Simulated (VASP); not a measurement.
# InSb4 (Im-3m) in VASP: further runs

Runs on InSb4. Level: PBE. Tasks: single point, relaxation of cell and atoms.

Program: VASP 6.6.1. These are calculated values, not measurements. Logs are shortened: lines on timing, memory, paths and dates and some standing lists are left out, and cuts for length are marked.

## 1. The cell of the first run

The structure is cubic, space group Im-3m (No. 229). Conventional cell: a = 6.898 Å, b = 6.898 Å, c = 6.898 Å, α = 90.00°, β = 90.00°, γ = 90.00°. Within 3.9 Å of In (site symmetry m-3m) lie 8 Sb at 2.99 Å. Sb (site symmetry -3m) has 2 In at 2.99 Å and 6 Sb at 3.45 Å within 3.9 Å.

## 2. Single point, PBE

INCAR

```
SYSTEM = InSb4
PREC = Accurate
ENCUT = 520
EDIFF = 1E-7
ISMEAR = 0
SIGMA = 0.1
LREAL = .FALSE.
LASPH = .TRUE.
NELM = 80
ALGO = Normal
ISIF = 2
LWAVE = .FALSE.
LCHARG = .FALSE.
GGA = PE
NBANDS = 24
```

KPOINTS

```
Automatic mesh
0
G
  4 4 4
  0 0 0
```

POSCAR

```
InSb4
1.0
   -3.4488906878      3.4488906878      3.4488906878
    3.4488906878     -3.4488906878      3.4488906878
    3.4488906878      3.4488906878     -3.4488906878
In Sb
1 4
Direct
    0.0000000000      0.0000000000      0.0000000000
    0.5000000000      0.5000000000      0.5000000000
    0.0000000000      0.0000000000      0.5000000000
    0.0000000000      0.5000000000      0.0000000000
    0.5000000000      0.0000000000      0.0000000000
```

Potentials or basis: VASP PAW PBE potentials, release 64 (In_d, Sb).

Started as:

```bash
cat potpaw_PBE.64/In_d/POTCAR potpaw_PBE.64/Sb/POTCAR > POTCAR
mpirun -np 1 vasp_std > vasp.out
```

OUTCAR:

```text
SYSTEM = InSb4
   PREC = Accurate
   ENCUT = 520
   EDIFF = 1E-7
   ISMEAR = 0
   LREAL = .FALSE.
   LASPH = .TRUE.
   NELM = 80
   ISIF = 2
   GGA = PE

 ion  position               nearest neighbor table
   1  0.000  0.000  0.000-   2 2.99   3 2.99   4 2.99   5 2.99   3 2.99   4 2.99   5 2.99   2 2.99

   2  0.500  0.500  0.500-   1 2.99   1 2.99   4 3.45   5 3.45   5 3.45   4 3.45   3 3.45   3 3.45

   3  0.000  0.000  0.500-   1 2.99   1 2.99   4 3.45   5 3.45   2 3.45   4 3.45   5 3.45   2 3.45

   4  0.000  0.500  0.000-   1 2.99   1 2.99   3 3.45   5 3.45   2 3.45   3 3.45   2 3.45   5 3.45

   5  0.500  0.000  0.000-   1 2.99   1 2.99   3 3.45   4 3.45   2 3.45   2 3.45   3 3.45   4 3.45

  LATTYP: Found a body centered cubic cell.
 ALAT       =     6.8977813756

  Lattice vectors:

 A1 = (  -3.4488906878,   3.4488906878,   3.4488906878)
 A2 = (   3.4488906878,  -3.4488906878,   3.4488906878)
 A3 = (   3.4488906878,   3.4488906878,  -3.4488906878)

Analysis of symmetry for initial positions (statically):
=====================================================================
 Subroutine PRICEL returns:
 Original cell was already a primitive cell.

 Routine SETGRP: Setting up the symmetry group for a
 body centered cubic supercell.

 Subroutine GETGRP returns: Found 48 space group operations
 (whereof 48 operations were pure point group operations)
 out of a pool of 48 trial point group operations.

The static configuration has the point symmetry O_h .

Analysis of symmetry for dynamics (positions and initial velocities):
=====================================================================
 Subroutine PRICEL returns:
 Original cell was already a primitive cell.

 Routine SETGRP: Setting up the symmetry group for a
 body centered cubic supercell.

 Subroutine GETGRP returns: Found 48 space group operations
 (whereof 48 operations were pure point group operations)
 out of a pool of 48 trial point group operations.

The dynamic configuration has the point symmetry O_h .

 Subroutine INISYM returns: Found 48 space group operations
 (whereof 48 operations are pure point group operations),
 and found     1 'primitive' translations

----------------------------------------------------------------------------------------

                                     Primitive cell

  volume of cell :     164.0961

  direct lattice vectors                    reciprocal lattice vectors
    -3.448890688  3.448890688  3.448890688     0.000000000  0.144974151  0.144974151
     3.448890688 -3.448890688  3.448890688     0.144974151  0.000000000  0.144974151
     3.448890688  3.448890688 -3.448890688     0.144974151  0.144974151  0.000000000

  length of vectors
     5.973653901  5.973653901  5.973653901     0.205024411  0.205024411  0.205024411

  position of ions in fractional coordinates (direct lattice)
     0.000000000  0.000000000  0.000000000
     0.500000000  0.500000000  0.500000000
     0.000000000  0.000000000  0.500000000
     0.000000000  0.500000000  0.000000000
     0.500000000  0.000000000  0.000000000

  ion indices of the primitive-cell ions
   primitive index   ion index
                 1           1
                 2           2
                 3           3
                 4           4
                 5           5

----------------------------------------------------------------------------------------

 KPOINTS: Automatic mesh

Automatic generation of k-mesh.
 Grid dimensions read from file:
 generate k-points for:    4    4    4

 Generating k-lattice:

  Cartesian coordinates                     Fractional coordinates (reciprocal lattice)
     0.000000000  0.036243538  0.036243538     0.250000000  0.000000000  0.000000000
     0.036243538  0.000000000  0.036243538     0.000000000  0.250000000  0.000000000
     0.036243538  0.036243538  0.000000000     0.000000000  0.000000000  0.250000000

  Length of vectors
     0.051256103  0.051256103  0.051256103

  Shift w.r.t. Gamma in fractional coordinates (k-lattice)
     0.000000000  0.000000000  0.000000000

 Subroutine IBZKPT returns following result:
 ===========================================

 Found      8 irreducible k-points:

 Following reciprocal coordinates:
            Coordinates               Weight
  0.000000  0.000000  0.000000      1.000000
  0.250000  0.000000  0.000000     12.000000
  0.500000  0.000000  0.000000      6.000000
  0.250000  0.250000  0.000000     24.000000
  0.250000  0.250000  0.250000      2.000000
 -0.250000  0.250000  0.250000      6.000000
  0.500000  0.500000  0.250000     12.000000
  0.500000  0.500000  0.500000      1.000000
   k-points           NKPTS =      8   k-points in BZ     NKDIM =      8   number of bands    NBANDS=     24
   number of dos      NEDOS =    301   number of ions     NIONS =      5
   total plane-waves  NPLWV = 110592
   dimension x,y,z NGX =    48 NGY =   48 NGZ =   48
   dimension x,y,z NGXF=    96 NGYF=   96 NGZF=   96
   ions per type =               1   4
   NGX,Y,Z   is equivalent  to a cutoff of  13.36, 13.36, 13.36 a.u.
   NGXF,Y,Z  is equivalent  to a cutoff of  26.72, 26.72, 26.72 a.u.
 SYSTEM =  InSb4
   PREC   = accura    normal or accurate (medium, high low for compatibility)
   ISTART =      0    job   : 0-new  1-cont  2-samecut
   ICHARG =      2    charge: 1-file 2-atom 10-const
   ISPIN  =      1    spin polarized calculation?
   LNONCOLLINEAR =      F non collinear calculations
   LSORBIT =      F    spin-orbit coupling
   LASPH  =      T    aspherical Exc in radial PAW
   ENCUT  =  520.0 eV  38.22 Ry    6.18 a.u.  11.11 11.11 11.11*2*pi/ulx,y,z
   NELM   =     80;   NELMIN=  2; NELMDL= -5     # of ELM steps
   EDIFF  = 0.1E-06   stopping-criterion for ELM
   LREAL  =      F    real-space projection
   EDIFFG = 0.1E-05   stopping-criterion for IOM
   NSW    =      0    number of steps for IOM
   IBRION =     -1    ionic relax: 0-MD 1-quasi-New 2-CG
   NFREE  =      0    steps in history (QN), initial steepest desc. (CG)
   ISIF   =      2    stress and relaxation
   ISYM   =      2    0-nonsym 1-usesym 2-fastsym
   POTIM  = 0.5000    time-step for ionic-motion
   TEBEG  =    0.0;   TEEND  =   0.0 temperature during run
   PSTRESS=    0.0 pullay stress
   NELECT =      33.0000    total number of electrons
   NUPDOWN=      -1.0000    fix difference up-down
   EMIN   =  10.00;   EMAX   =-10.00  energy-range for DOS
   EFERMI =   0.00;   METHOD = LEGACY
   ISMEAR =     0;   SIGMA  =   0.10  broadening in eV -4-tet -1-fermi 0-gaus
   EFERMI_NEDOS =   21; number of points for ismear=-14 and -15
   IALGO  =     38    algorithm
   IMIX   =      4    mixing-type and parameters
     AMIX     =   0.40;   BMIX     =  1.00
     AMIX_MAG =   1.60;   BMIX_MAG =  1.00
  volume/ion in A,a.u.               =      32.82       221.48
  Fermi-wavevector in a.u.,A,eV,Ry     =   0.959136  1.812504 12.516561  0.919941
  Thomas-Fermi vector in A             =   2.088305
   LORBIT       =      0    0 simple, 1 ext, 2 COOP (PROOUT), +10 PAW based schemes
   GGA     = PE    functional components
   LHFCALC =     F    Hartree Fock is set to
   AEXX    =    0.0000 exact exchange contribution
   IVDW    =     0    specifies the selected vdW correction
   LEPSILON=     F    determine dielectric tensor
   LRPA    =     F    only Hartree local field effects (RPA)
 non-spin polarized calculation
 Gauss-broadening in eV      SIGMA  =   0.10
  energy-cutoff  :      520.00
  volume of cell :      164.10
 maximum number of plane-waves:      4431
 NGX is ok and might be reduce to    48
   NGX = 23   NGY = 23   NGZ = 23

 number of electron      33.0000007 magnetization

 Free energy of the ion-electron system (eV)
  ---------------------------------------------------
  ext. energy  EPLUGINS =         0.00000000
  ---------------------------------------------------
  free energy    TOTEN  =       -17.44831079 eV

  energy without entropy =      -17.43707323  energy(sigma->0) =      -17.44269201

 E-fermi :   5.8338     XC(G=0):  -9.1227

 val. band max:        5.7348349897   @ k =   0.2500   0.2500   0.0000
 cond. band min:       5.9060907535   @ k =   0.5000   0.0000   0.0000
 fundamental gap:      0.1712557638
 Fermi energy:         5.8337833642

 k-point     1 :       0.0000    0.0000    0.0000
  band No.  band energies     occupation
      1      -8.9956      2.00000
      2      -8.9956      2.00000
      3      -8.9956      2.00000
      4      -8.8886      2.00000
      5      -8.8886      2.00000
      6      -5.6991      2.00000
[... 16 lines left out ...]
     23      10.2114      0.00000
     24      10.2114      0.00000

 k-point     2 :       0.2500    0.0000    0.0000
  band No.  band energies     occupation
      1      -8.9971      2.00000
      2      -8.9928      2.00000
      3      -8.9868      2.00000
      4      -8.8902      2.00000
      5      -8.8900      2.00000
      6      -5.3602      2.00000
[... 16 lines left out ...]
     23       9.5084      0.00000
     24       9.6141      0.00000

 k-point     3 :       0.5000    0.0000    0.0000
  band No.  band energies     occupation
      1      -8.9987      2.00000
      2      -8.9902      2.00000
      3      -8.9779      2.00000
      4      -8.8917      2.00000
      5      -8.8914      2.00000
      6      -4.5558      2.00000
[... 16 lines left out ...]
     23       8.7376      0.00000
     24      10.8955      0.00000

 k-point     4 :       0.2500    0.2500    0.0000
  band No.  band energies     occupation
      1      -8.9962      2.00000
      2      -8.9892      2.00000
      3      -8.9815      2.00000
      4      -8.8916      2.00000
      5      -8.8915      2.00000
      6      -4.7208      2.00000
[... 16 lines left out ...]
     23      10.3054      0.00000
     24      10.7245      0.00000

 k-point     5 :       0.2500    0.2500    0.2500
  band No.  band energies     occupation
      1      -8.9895      2.00000
      2      -8.9895      2.00000
      3      -8.9895      2.00000
      4      -8.8914      2.00000
      5      -8.8914      2.00000
      6      -4.2215      2.00000
[... 16 lines left out ...]
     23      11.2070      0.00000
     24      11.2070      0.00000

 k-point     6 :      -0.2500    0.2500    0.2500
  band No.  band energies     occupation
      1      -8.9888      2.00000
      2      -8.9888      2.00000
      3      -8.9874      2.00000
      4      -8.8919      2.00000
      5      -8.8916      2.00000
      6      -5.0413      2.00000
[... 16 lines left out ...]
     23       9.7053      0.00000
     24      10.6120      0.00000

 k-point     7 :       0.5000    0.5000    0.2500
  band No.  band energies     occupation
      1      -8.9893      2.00000
      2      -8.9849      2.00000
      3      -8.9789      2.00000
      4      -8.8935      2.00000
      5      -8.8933      2.00000
      6      -4.2864      2.00000
[... 16 lines left out ...]
     23       8.8199      0.00000
     24       9.9756      0.00000

 k-point     8 :       0.5000    0.5000    0.5000
  band No.  band energies     occupation
      1      -8.9798      2.00000
      2      -8.9798      2.00000
      3      -8.9798      2.00000
      4      -8.8952      2.00000
      5      -8.8952      2.00000
      6      -3.8708      2.00000
[... 16 lines left out ...]
     23       9.0608      0.00000
     24       9.0608      0.00000

------------------------ aborting loop because EDIFF is reached ----------------------------------------

  FORCE on cell =-STRESS in cart. coord.  units (eV):
  Direction    XX          YY          ZZ          XY          YZ          ZX
  --------------------------------------------------------------------------------------
  -------------------------------------------------------------------------------------
  Total        0.0976790      0.0976790      0.0976790     -0.0000000     -0.0000000      0.0000000
  in kB        0.9537034      0.9537034      0.9537034     -0.0000000     -0.0000000      0.0000000
  external PRESSURE =       0.9537034 kB  Pullay stress =       0.0000000 kB

 VOLUME and BASIS-vectors are now :
 -----------------------------------------------------------------------------
  energy-cutoff  :      520.00
  volume of cell :      164.10
      direct lattice vectors                 reciprocal lattice vectors
    -3.448890688  3.448890688  3.448890688     0.000000000  0.144974151  0.144974151
     3.448890688 -3.448890688  3.448890688     0.144974151  0.000000000  0.144974151
     3.448890688  3.448890688 -3.448890688     0.144974151  0.144974151  0.000000000

 POSITION                                       TOTAL-FORCE (eV/Angst)
 -----------------------------------------------------------------------------------
      0.00000      0.00000      0.00000         0.000000      0.000000      0.000000
      1.72445      1.72445      1.72445         0.000000     -0.000000      0.000000
      1.72445      1.72445     -1.72445        -0.000000      0.000000      0.000000
      1.72445     -1.72445      1.72445         0.000000     -0.000000      0.000000
     -1.72445      1.72445      1.72445        -0.000000     -0.000000     -0.000000
 -----------------------------------------------------------------------------------
    total drift:                                0.000000      0.000000     -0.000000

  FREE ENERGIE OF THE ION-ELECTRON SYSTEM (eV)
  ---------------------------------------------------
  free  energy   TOTEN  =       -17.4483107931 eV

  energy  without entropy=      -17.4370732305  energy(sigma->0) =      -17.44269201
```

Run time: 31 s. Hardware: 1 thread of AMD EPYC 7R13 (Zen 3), shared host; peak memory 0.28 GiB.

Results:

```
Free energy : -17.4483 eV
Pressure    : 0.1 GPa
```

Caveat: spin-orbit coupling is left out, which moves the levels of the heavy elements.

(Continued in part 2 of 2.)
